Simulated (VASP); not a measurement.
# Tc3Sn (P-6m2) in VASP: a series of runs

Tc3Sn is run at these levels: PBE; tasks: single point.

Program: VASP 6.6.1. These are calculated values, not measurements. Logs are shortened: lines on timing, memory, paths and dates and some standing lists are left out, and cuts for length are marked.

## Step 1: The cell of the first run

The structure is hexagonal, space group P-6m2 (No. 187). Conventional cell: a = 2.942 Å, b = 2.942 Å, c = 8.633 Å, α = 90.00°, β = 90.00°, γ = 120.00°. Tc (site symmetry -6m2) has 12 Tc at 2.67 to 2.94 Å within 3.5 Å. Within 3.5 Å of Tc (site symmetry 3m) lie 9 Tc at 2.67 to 2.94 Å and 3 Sn at 2.83 Å. Within 3.7 Å of Sn (site symmetry -6m2) lie 6 Tc at 2.83 Å and 6 Sn at 2.94 Å.

## Step 2: Single point, PBE

INCAR

```
SYSTEM = Tc3Sn
  PREC = Accurate
  ENCUT = 500
  EDIFF = 1E-6
  ISMEAR = -1
  SIGMA = 0.05
  LREAL = .False.
  LASPH = .True.
  NELM = 120
  ALGO = Normal
  ISIF = 2
  LWAVE = .False.
  LCHARG = .False.
  GGA = PE
  NBANDS = 34
  GGA_COMPAT = .False.
```

KPOINTS

```
regular mesh
0
Gamma
  3 3 1
  0 0 0
```

POSCAR

```
Tc3Sn
1.0
    2.9415870000      0.0000000000      0.0000000000
   -1.4707935000      2.5474890694      0.0000000000
    0.0000000000      0.0000000000      8.6334470000
Tc Sn
3 1
Direct
    0.0000000000      0.0000000000      0.5000000000
    0.3333333333      0.6666666667      0.2617820000
    0.3333333333      0.6666666667      0.7382180000
    0.0000000000      0.0000000000      0.0000000000
```

Potentials or basis: VASP PAW PBE potentials, release 64 (Tc_pv, Sn_d).

Command:

```sh
$ cat potpaw_PBE.64/Tc_pv/POTCAR potpaw_PBE.64/Sn_d/POTCAR > POTCAR
$ mpirun -np 1 vasp_std > vasp.out
```

OUTCAR:

```text
SYSTEM = Tc3Sn
   PREC = Accurate
   ENCUT = 500
   EDIFF = 1E-6
   ISMEAR = -1
   LREAL = .False.
   LASPH = .True.
   NELM = 120
   ISIF = 2
   GGA = PE

 ion  position               nearest neighbor table
   1  0.000  0.000  0.500-   2 2.67   3 2.67   2 2.67   3 2.67   2 2.67   3 2.67
   2  0.333  0.667  0.262-   1 2.67   1 2.67   1 2.67   4 2.83   4 2.83   4 2.83
   3  0.333  0.667  0.738-   1 2.67   1 2.67   1 2.67   4 2.83   4 2.83   4 2.83
   4  0.000  0.000  0.000-   2 2.83   3 2.83   2 2.83   3 2.83   2 2.83   3 2.83

  LATTYP: Found a hexagonal cell.
 ALAT       =     2.9415870000
 C/A-ratio  =     2.9349623180

  Lattice vectors:

 A1 = (   2.9415870000,   0.0000000000,   0.0000000000)
 A2 = (  -1.4707935000,   2.5474890694,   0.0000000000)
 A3 = (   0.0000000000,   0.0000000000,   8.6334470000)

Analysis of symmetry for initial positions (statically):
=====================================================================
 Subroutine PRICEL returns:
 Original cell was already a primitive cell.

 Routine SETGRP: Setting up the symmetry group for a
 hexagonal supercell.

 Subroutine GETGRP returns: Found 12 space group operations
 (whereof 12 operations were pure point group operations)
 out of a pool of 24 trial point group operations.

The static configuration has the point symmetry D_3h.

Analysis of symmetry for dynamics (positions and initial velocities):
=====================================================================
 Subroutine PRICEL returns:
 Original cell was already a primitive cell.

 Routine SETGRP: Setting up the symmetry group for a
 hexagonal supercell.

 Subroutine GETGRP returns: Found 12 space group operations
 (whereof 12 operations were pure point group operations)
 out of a pool of 24 trial point group operations.

The dynamic configuration has the point symmetry D_3h.

 Subroutine INISYM returns: Found 12 space group operations
 (whereof 12 operations are pure point group operations),
 and found     1 'primitive' translations

----------------------------------------------------------------------------------------

                                     Primitive cell

  volume of cell :      64.6961

  direct lattice vectors                    reciprocal lattice vectors
     2.941587000  0.000000000  0.000000000     0.339952549  0.196271696  0.000000000
    -1.470793500  2.547489069  0.000000000     0.000000000  0.392543392  0.000000000
     0.000000000  0.000000000  8.633447000     0.000000000  0.000000000  0.115828591

  length of vectors
     2.941587000  2.941587000  8.633447000     0.392543392  0.392543392  0.115828591

  position of ions in fractional coordinates (direct lattice)
     0.000000000  0.000000000  0.500000000
     0.333333333  0.666666667  0.261782000
     0.333333333  0.666666667  0.738218000
     0.000000000  0.000000000  0.000000000

  ion indices of the primitive-cell ions
   primitive index   ion index
                 1           1
                 2           2
                 3           3
                 4           4

----------------------------------------------------------------------------------------

 KPOINTS: regular mesh

Automatic generation of k-mesh.
 Grid dimensions read from file:
 generate k-points for:    3    3    1

 Generating k-lattice:

  Cartesian coordinates                     Fractional coordinates (reciprocal lattice)
     0.113317516  0.065423899  0.000000000     0.333333333 -0.000000000  0.000000000
     0.000000000  0.130847797  0.000000000     0.000000000  0.333333333  0.000000000
     0.000000000  0.000000000  0.115828591     0.000000000  0.000000000  1.000000000

  Length of vectors
     0.130847797  0.130847797  0.115828591

  Shift w.r.t. Gamma in fractional coordinates (k-lattice)
     0.000000000  0.000000000  0.000000000

 Subroutine IBZKPT returns following result:
 ===========================================

 Found      3 irreducible k-points:

 Following reciprocal coordinates:
            Coordinates               Weight
  0.000000  0.000000  0.000000      1.000000
  0.333333  0.000000  0.000000      6.000000
  0.333333  0.333333  0.000000      2.000000
   k-points           NKPTS =      3   k-points in BZ     NKDIM =      3   number of bands    NBANDS=     34
   number of dos      NEDOS =    301   number of ions     NIONS =      4
   total plane-waves  NPLWV =  36864
   dimension x,y,z NGX =    24 NGY =   24 NGZ =   64
   dimension x,y,z NGXF=    48 NGYF=   48 NGZF=  128
   ions per type =               3   1
   NGX,Y,Z   is equivalent  to a cutoff of  13.56, 13.56, 12.32 a.u.
   NGXF,Y,Z  is equivalent  to a cutoff of  27.13, 27.13, 24.65 a.u.
 SYSTEM =  Tc3Sn
   PREC   = accura    normal or accurate (medium, high low for compatibility)
   ISTART =      0    job   : 0-new  1-cont  2-samecut
   ICHARG =      2    charge: 1-file 2-atom 10-const
   ISPIN  =      1    spin polarized calculation?
   LNONCOLLINEAR =      F non collinear calculations
   LSORBIT =      F    spin-orbit coupling
   LASPH  =      T    aspherical Exc in radial PAW
   ENCUT  =  500.0 eV  36.75 Ry    6.06 a.u.   5.36  5.36 15.74*2*pi/ulx,y,z
   NELM   =    120;   NELMIN=  2; NELMDL= -5     # of ELM steps
   EDIFF  = 0.1E-05   stopping-criterion for ELM
   LREAL  =      F    real-space projection
   EDIFFG = 0.1E-04   stopping-criterion for IOM
   NSW    =      0    number of steps for IOM
   IBRION =     -1    ionic relax: 0-MD 1-quasi-New 2-CG
   NFREE  =      0    steps in history (QN), initial steepest desc. (CG)
   ISIF   =      2    stress and relaxation
   ISYM   =      2    0-nonsym 1-usesym 2-fastsym
   POTIM  = 0.5000    time-step for ionic-motion
   TEBEG  =    0.0;   TEEND  =   0.0 temperature during run
   PSTRESS=    0.0 pullay stress
   NELECT =      53.0000    total number of electrons
   NUPDOWN=      -1.0000    fix difference up-down
   EMIN   =  10.00;   EMAX   =-10.00  energy-range for DOS
   EFERMI =   0.00;   METHOD = LEGACY
   ISMEAR =    -1;   SIGMA  =   0.05  broadening in eV -4-tet -1-fermi 0-gaus
   EFERMI_NEDOS =   21; number of points for ismear=-14 and -15
   IALGO  =     38    algorithm
   IMIX   =      4    mixing-type and parameters
     AMIX     =   0.40;   BMIX     =  1.00
     AMIX_MAG =   1.60;   BMIX_MAG =  1.00
  volume/ion in A,a.u.               =      16.17       109.15
  Fermi-wavevector in a.u.,A,eV,Ry     =   1.531819  2.894718 31.925643  2.346469
  Thomas-Fermi vector in A             =   2.639111
   LORBIT       =      0    0 simple, 1 ext, 2 COOP (PROOUT), +10 PAW based schemes
   GGA     = PE    functional components
   LHFCALC =     F    Hartree Fock is set to
   AEXX    =    0.0000 exact exchange contribution
   IVDW    =     0    specifies the selected vdW correction
   LEPSILON=     F    determine dielectric tensor
   LRPA    =     F    only Hartree local field effects (RPA)
 non-spin polarized calculation
  energy-cutoff  :      500.00
  volume of cell :       64.70
 maximum number of plane-waves:      1663
 NGX is ok and might be reduce to    24
   NGX = 11   NGY = 11   NGZ = 31

 number of electron      53.0000001 magnetization

 Free energy of the ion-electron system (eV)
  ---------------------------------------------------
  ext. energy  EPLUGINS =         0.00000000
  ---------------------------------------------------
  free energy    TOTEN  =       -33.10648503 eV

  energy without entropy =      -33.02503460  energy(sigma->0) =      -33.06575981

 E-fermi :  12.6866     XC(G=0): -13.0628

 val. band max:       12.2034910991   @ k =   0.3333   0.3333   0.0000
 cond. band min:      12.7647623866   @ k =   0.3333   0.0000   0.0000
 fundamental gap:      0.5612712875
 Fermi energy:        12.6866263740

 k-point     1 :       0.0000    0.0000    0.0000
  band No.  band energies     occupation
      1     -27.2534      2.00000
      2     -26.7349      2.00000
      3     -26.6584      2.00000
      4     -26.6584      2.00000
      5     -26.5712      2.00000
      6     -26.5712      2.00000
[... 26 lines left out ...]
     33      14.0623      0.00000
     34      17.4256      0.00000

 k-point     2 :       0.3333    0.0000    0.0000
  band No.  band energies     occupation
      1     -27.1983      2.00000
      2     -27.1057      2.00000
      3     -26.8989      2.00000
      4     -26.8035      2.00000
      5     -26.7862      2.00000
      6     -26.6569      2.00000
[... 26 lines left out ...]
     33      14.4340      0.00000
     34      18.6699      0.00000

 k-point     3 :       0.3333    0.3333    0.0000
  band No.  band energies     occupation
      1     -27.1701      2.00000
      2     -27.0993      2.00000
      3     -27.0731      2.00000
      4     -26.9059      2.00000
      5     -26.8995      2.00000
      6     -26.6868      2.00000
[... 26 lines left out ...]
     33      17.2240      0.00000
     34      18.3737      0.00000

------------------------ aborting loop because EDIFF is reached ----------------------------------------

  FORCE on cell =-STRESS in cart. coord.  units (eV):
  Direction    XX          YY          ZZ          XY          YZ          ZX
  --------------------------------------------------------------------------------------
  -------------------------------------------------------------------------------------
  Total        2.7052367      2.7052367     -3.0137049      0.0000000     -0.0000000      0.0000000
  in kB       66.9942595     66.9942595    -74.6333712      0.0000000     -0.0000000      0.0000000
  external PRESSURE =      19.7850493 kB  Pullay stress =       0.0000000 kB

 VOLUME and BASIS-vectors are now :
 -----------------------------------------------------------------------------
  energy-cutoff  :      500.00
  volume of cell :       64.70
      direct lattice vectors                 reciprocal lattice vectors
     2.941587000  0.000000000  0.000000000     0.339952549  0.196271696  0.000000000
    -1.470793500  2.547489069  0.000000000     0.000000000  0.392543392  0.000000000
     0.000000000  0.000000000  8.633447000     0.000000000  0.000000000  0.115828591

 POSITION                                       TOTAL-FORCE (eV/Angst)
 -----------------------------------------------------------------------------------
      0.00000      0.00000      4.31672        -0.000000      0.000000      0.000000
     -0.00000      1.69833      2.26008         0.000000     -0.000000      0.127690
     -0.00000      1.69833      6.37337         0.000000      0.000000     -0.127690
      0.00000      0.00000      0.00000        -0.000000      0.000000      0.000000
 -----------------------------------------------------------------------------------
    total drift:                                0.000000     -0.000000     -0.000000

  FREE ENERGIE OF THE ION-ELECTRON SYSTEM (eV)
  ---------------------------------------------------
  free  energy   TOTEN  =       -33.1064850276 eV

  energy  without entropy=      -33.0250346007  energy(sigma->0) =      -33.06575981
```

Wall time 8.2 s (1 thread of Intel Xeon 6975P-C (Granite Rapids), shared host); peak memory 0.18 GiB.

What came out:

```yaml
Free_energy: -33.1065 eV
Pressure: 2.0 GPa
Largest_force: 0.128 eV/Å
Band_gap_on_the_k_mesh: zero (an odd number of electrons rules out a gap without spin polarisation)
```

Forces on the atoms (eV/Å):
```
Tc   0.000  0.000  0.000
Tc   0.000  0.000  0.128
Tc   0.000  0.000 -0.128
Sn   0.000  0.000  0.000
```

Stress tensor (GPa, compression positive):
```
 6.70  0.00  0.00
 0.00  6.70  0.00
 0.00  0.00 -7.46
```

Caveat: the k points lie up to 0.82 Å⁻¹ apart, too coarse for converged energies and pressures of a metal; spin-orbit coupling is left out, which moves the levels of the heavy elements.

(Part 1 of 2 ends here.)
